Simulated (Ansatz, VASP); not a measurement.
**Two plane-wave programs on MgO**

INCAR

```
SYSTEM = MgO
PREC = Accurate
ENCUT = 750
EDIFF = 1E-7
ISMEAR = 0
SIGMA = 0.1
LREAL = .FALSE.
LASPH = .TRUE.
NELM = 120
ALGO = Normal
ISIF = 3
LWAVE = .FALSE.
LCHARG = .FALSE.
GGA = PE
IBRION = 2
NSW = 90
EDIFFG = -0.04
GGA_COMPAT = .FALSE.
NELMIN = 4
```

The input KPOINTS:

```
regular mesh
0
G
  6 6 6
  0 0 0
```

Contents of POSCAR:

```
MgO
1.0
    1.5430066409     -4.0653551694      0.0000000000
    1.5430066409      4.0653551694      0.0000000000
    0.0000000000      0.0000000000      3.0728952657
Mg O
2 2
Direct
    0.3544000000      0.6456000000      0.7500000000
    0.6456000000      0.3544000000      0.2500000000
    0.0776000000      0.9224000000      0.7500000000
    0.9224000000      0.0776000000      0.2500000000
```

Input for Ansatz:

```yaml
crystal:
  lattice:
    - [1.5430066409, -4.0653551694, 0.0]
    - [1.5430066409, 4.0653551694, 0.0]
    - [0.0, 0.0, 3.0728952657]
  atoms:
    - { symbol: Mg, position: [0.3544, 0.6456, 0.75] }
    - { symbol: Mg, position: [0.6456, 0.3544, 0.25] }
    - { symbol: O, position: [0.0776, 0.9224, 0.75] }
    - { symbol: O, position: [0.9224, 0.0776, 0.25] }
basis:
  ecutwfc: 420
kpoints:
  mp_grid: { grid: [6, 6, 6] }
hamiltonian:
  xc: pbe
scf:
  occupations: { method: gaussian, width: 0.1 }
  lower_state_search: "off"
output:
  forces: true
  stress: true
  eigenvalues: true
relax:
  adjacent_minimum: "off"
  f_tol: 0.04
  max_steps: 70
  cell: { stress_tol: 0.4 }
```

Alike in both runs: task relaxation of cell and atoms; functional PBE; k mesh 6 × 6 × 6; occupations gaussian, width 0.1 eV; no spin polarisation.

|  | VASP | Ansatz |
| --- | --- | --- |
| version | VASP 6.6.1 | Ansatz 0.2.0 |
| potentials or method | VASP PAW PBE potentials, release 64 (Mg_sv, O), cutoff 750 eV | scalar-relativistic, plane waves, PAW |
| valence electrons in the cell | 32 | 32 |

Ansatz gave:

* gap on the k mesh at the Fermi level, each at its own relaxed structure (eV): 3.01
* relaxed volume (Å³/atom): 11.86
* relaxed cell length with the largest relative difference (Å): 5.818

Task: What did VASP give for the same quantities?

Result: gap on the k mesh at the Fermi level, each at its own relaxed structure (eV): 3.14; relaxed volume (Å³/atom): 10.84; relaxed cell length with the largest relative difference (Å): 5.329.

One of these differences is far larger than is usual between the two programs; its cause wasn't traced.
